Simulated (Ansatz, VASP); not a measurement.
## Two plane-wave programs on SbRu2

The input INCAR:

```
SYSTEM = SbRu2
ALGO = Normal ; EDIFF = 1E-7
ENCUT = 520 ; GGA = PE
ISIF = 2 ; ISMEAR = 0
LASPH = .True. ; LCHARG = .True.
LELF = .True. ; LREAL = .False.
LVHAR = .True. ; LWAVE = .False.
NBANDS = 24 ; NELM = 60
PREC = Accurate ; SIGMA = 0.1
```

Contents of KPOINTS:

```
k-points
0
Gamma
  8 8 8
  0 0 0
```

File POSCAR:

```
SbRu2
1.0
   -1.7422414585      1.7422414585      4.2739360780
    1.7422414585     -1.7422414585      4.2739360780
    1.7422414585      1.7422414585     -4.2739360780
Sb Ru
1 2
Direct
    0.0000000000      0.0000000000      0.0000000000
    0.6650000000      0.6650000000      0.0000000000
    0.3350000000      0.3350000000      0.0000000000
```

Input for Ansatz:

```yaml
crystal:
  lattice:
    - [-1.7422414585, 1.7422414585, 4.273936078]
    - [1.7422414585, -1.7422414585, 4.273936078]
    - [1.7422414585, 1.7422414585, -4.273936078]
  atoms:
    - { symbol: Sb, position: [0.0, 0.0, 0.0] }
    - { symbol: Ru, position: [0.665, 0.665, 0.0] }
    - { symbol: Ru, position: [0.335, 0.335, 0.0] }
basis:
  ecutwfc: 420
kpoints:
  mp_grid: { grid: [8, 8, 8] }
hamiltonian:
  xc: pbe
scf:
  occupations: { method: gaussian, width: 0.1 }
  lower_state_search: "off"
output:
  forces: true
  stress: true
  eigenvalues: true
```

Alike in both runs: task single point; functional PBE; k mesh 8 × 8 × 8; occupations gaussian, width 0.1 eV; no spin polarisation.

|  | VASP | Ansatz |
| --- | --- | --- |
| version | VASP 6.6.1 | Ansatz 0.2.0 |
| potentials or method | VASP PAW PBE potentials, release 64 (Sb, Ru_pv), cutoff 520 eV | scalar-relativistic, plane waves, PAW |
| valence electrons in the cell | 33 | 47 |

```csv
,VASP,Ansatz,Ansatz less VASP
gap on the k mesh at the Fermi level (eV),none,none,-
pressure (GPa),-8.9,-8.6,+0.24
"traceless stress, the component that is largest in VASP (GPa)",-1.72,-1.75,-0.035
rms of the force components (eV/Å),0.001,0.005,+0.0048
```

Atom by atom the forces differ by 0.005 eV/Å (rms over components). A gap of «none» marks a metal or a gap that the smearing closes. With one functional, cell and mesh, what is left measures potentials, basis and numerics. VASP's potentials hold 33 valence electrons a cell and Ansatz's 47, so a difference there can come from the potentials and not from the codes.

Neither program's run includes spin-orbit coupling.
